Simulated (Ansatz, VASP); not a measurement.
# Ge in VASP and in Ansatz

File POSCAR:

```
Ge
1.0
    1.3643997534     -2.5093445965      0.0000000000
    1.3643997534      2.5093445965      0.0000000000
    0.0000000000      0.0000000000      2.7337045585
Ge
1
Direct
    0.5000000000      0.5000000000      0.0000000000
```

File INCAR.step1:

```
  ALGO = Normal
  EDIFF = 1E-4
  ENCUT = 520
  GGA = PE
  ISMEAR = 0
  LASPH = T
  LCHARG = F
  LREAL = F
  LWAVE = T
  NBANDS = 13
  NELM = 80
  PREC = Accurate
  SIGMA = 0.15
```

The input INCAR.step2:

```
  ALGO = Normal
  EDIFF = 1E-7
  ENCUT = 520
  ISIF = 2
  ISMEAR = 0
  ISTART = 1
  LASPH = T
  LCHARG = F
  LMIXTAU = T
  LREAL = F
  LWAVE = F
  METAGGA = R2SCAN
  NBANDS = 13
  NELM = 80
  PREC = Accurate
  SIGMA = 0.15
```

Contents of KPOINTS:

```
k-points
0
Gamma
  28 28 24
```

Input for Ansatz:

```yaml
crystal:
  lattice:
    - [1.3643997534, -2.5093445965, 0.0]
    - [1.3643997534, 2.5093445965, 0.0]
    - [0.0, 0.0, 2.7337045585]
  atoms:
    - { symbol: Ge, position: [0.5, 0.5, 0.0] }
basis:
  ecutwfc: 500
kpoints:
  mp_grid: { grid: [28, 28, 24] }
hamiltonian:
  xc: r2scan
scf:
  occupations: { method: gaussian, width: 0.15 }
output:
  forces: true
  stress: true
  eigenvalues: true
```

Alike in both runs: task single point; functional r2SCAN; k mesh 28 × 28 × 24; occupations gaussian, width 0.15 eV; no spin polarisation.

|  | VASP | Ansatz |
| --- | --- | --- |
| version | VASP 6.6.1 | Ansatz 0.2.0 |
| potentials or method | VASP PAW PBE potentials, release 64 (Ge_d), cutoff 520 eV | scalar-relativistic, plane waves, PAW |
| valence electrons in the cell | 14 | 14 |

```csv
,VASP,Ansatz,Ansatz less VASP
gap on the k mesh at the Fermi level (eV),none,none,-
pressure (GPa),0.1,0.3,+0.19
"traceless stress, the component that is largest in VASP (GPa)",-5.57,-5.59,-0.027
```

VASP's potentials were made for PBE, not for r2SCAN. A gap of «none» marks a metal or a gap that the smearing closes.
